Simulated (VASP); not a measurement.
Write the native input for VASP 6.6.1 that does the following.

```
Task                   : single point
Functional             : PBE
Dispersion             : D3(BJ)
Potentials or basis    : VASP PAW PBE potentials, release 64 (Ti_sv, O)
Cutoff                 : 520 eV
k mesh                 : 8 × 8 × 6
Occupations            : gaussian, width 0.02 eV
Spin                   : no spin polarisation
Dipole correction      : no
Further INCAR settings : ALGO = Normal; EDIFF = 1e-06; NBANDS = 33
```

The structure of TiO2 lies in POSCAR:

```
TiO2
1.0
    4.4967313659     -1.4938094738     -0.0059627154
    4.4967313659      1.4938094738     -0.0059627154
   -0.8892502101      0.0000000000      5.0830999183
Ti O
2 4
Direct
    0.2734537544      0.2734537544      0.2623705673
    0.7265462456      0.7265462456      0.7376294327
    0.6429916704      0.6429916704      0.3811553846
    0.1389903873      0.1389903873      0.8850646607
    0.3570083296      0.3570083296      0.6188446154
    0.8610096127      0.8610096127      0.1149353393
```

These files were run (other wordings do the same):

INCAR

```
ALGO     = Normal         # electronic algorithm
EDIFF    = 1E-6           # SCF threshold, eV
ENCUT    = 520            # plane-wave cutoff, eV
GGA      = PE             # functional
ISIF     = 2              # what is computed and relaxed
ISMEAR   = 0              # smearing method
IVDW     = 12             # dispersion correction
LASPH    = True           # aspherical terms in the spheres
LCHARG   = False          # write CHGCAR
LREAL    = False          # projectors in reciprocal space
LWAVE    = False          # write WAVECAR
NBANDS   = 33             # bands
NELM     = 80             # most SCF steps
PREC     = Accurate       # precision mode
SIGMA    = 0.02           # smearing width, eV
```

KPOINTS

```
k-points
0
Gamma
  8 8 6
```

Potentials or basis: VASP PAW PBE potentials, release 64 (Ti_sv, O).

Command:

```sh
$ cat potpaw_PBE.64/Ti_sv/POTCAR potpaw_PBE.64/O/POTCAR > POTCAR
$ mpirun -np 1 vasp_std > vasp.out
```

Results of the run:

```json
{"Pressure": "0.8 GPa", "Largest force": "0.081 eV/Å", "Band gap on the k mesh": "2.70 eV (least direct gap 2.75 eV)", "Dispersion energy per atom": "-0.222 eV"}
```

It took 2.6 min on 1 thread of AMD EPYC 9R45 96-Core Processor (Zen 5), with other jobs on the host, peak memory 0.33 GiB.
